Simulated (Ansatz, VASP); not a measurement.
# Two plane-wave programs on TeP

Contents of INCAR:

```
SYSTEM = TeP
PREC     = Accurate       ! precision mode
ENCUT    = 500            ! plane-wave cutoff, eV
EDIFF    = 1E-7           ! SCF threshold, eV
ISMEAR   = 0              ! smearing method
SIGMA    = 0.1            ! smearing width, eV
LREAL    = .False.        ! projectors in reciprocal space
LASPH    = .True.         ! aspherical terms in the spheres
NELM     = 120            ! most SCF steps
ALGO     = Normal         ! electronic algorithm
ISIF     = 3              ! what is computed and relaxed
LWAVE    = .False.        ! write WAVECAR
LCHARG   = .False.        ! write CHGCAR
GGA      = PE             ! functional
IBRION   = 2              ! ionic algorithm
NSW      = 90             ! ionic steps
EDIFFG   = -0.04          ! ionic threshold
GGA_COMPAT= .False.      
NELMIN   = 4
```

File KPOINTS:

```
regular mesh
0
Gamma
  4 6 4
  0 0 0
```

Contents of POSCAR:

```
TeP
1.0
    5.1146289300      0.0000000000      0.0000000000
    0.0000000000      3.3857780200      0.0000000000
    0.0000000000      0.0000000000      5.2218700300
Te P
2 2
Direct
    0.2500000000      0.5000000000      0.8119999600
    0.7500000000      0.5000000000      0.1880000400
    0.2500000000      0.0000000000      0.3119999900
    0.7500000000      0.0000000000      0.6880000100
```

Input for Ansatz:

```yaml
crystal:
  lattice:
    - [5.11462893, 0.0, 0.0]
    - [0.0, 3.38577802, 0.0]
    - [0.0, 0.0, 5.22187003]
  atoms:
    - { symbol: Te, position: [0.25, 0.5, 0.81199996] }
    - { symbol: Te, position: [0.75, 0.5, 0.18800004] }
    - { symbol: P, position: [0.25, 0.0, 0.31199999] }
    - { symbol: P, position: [0.75, 0.0, 0.68800001] }
basis:
  ecutwfc: 420
kpoints:
  mp_grid: { grid: [4, 6, 4] }
hamiltonian:
  xc: pbe
scf:
  occupations: { method: gaussian, width: 0.1 }
  lower_state_search: "off"
output:
  forces: true
  stress: true
  eigenvalues: true
relax:
  adjacent_minimum: "off"
  f_tol: 0.04
  max_steps: 70
  cell: { stress_tol: 0.4 }
```

Change from the starting cell: species swapped into the CdAu type (Pmma, No. 51).

Alike in both runs: task relaxation of cell and atoms; functional PBE; k mesh 4 × 6 × 4; occupations gaussian, width 0.1 eV; no spin polarisation.

```csv
,VASP,Ansatz
version,VASP 6.6.1,Ansatz 0.2.0
potentials or method,"VASP PAW PBE potentials, release 64 (Te, P), cutoff 500 eV","scalar-relativistic, plane waves, PAW"
valence electrons in the cell,22,42
```

|  | VASP | Ansatz | Ansatz less VASP |
| --- | --- | --- | --- |
| gap on the k mesh at the Fermi level, each at its own relaxed structure (eV) | none | none | - |
| relaxed volume (Å³/atom) | 23.39 | 21.32 | -2.073 |
| relaxed cell length with the largest relative difference (Å) | 6.206 | 4.840 | -1.3664 |

A gap of «none» marks a metal or a gap that the smearing closes. One of these differences is far larger than is usual between the two programs; its cause wasn't traced. VASP's potentials hold 22 valence electrons a cell and Ansatz's 42, so a difference there can come from the potentials and not from the codes.

Spin-orbit coupling is off throughout.
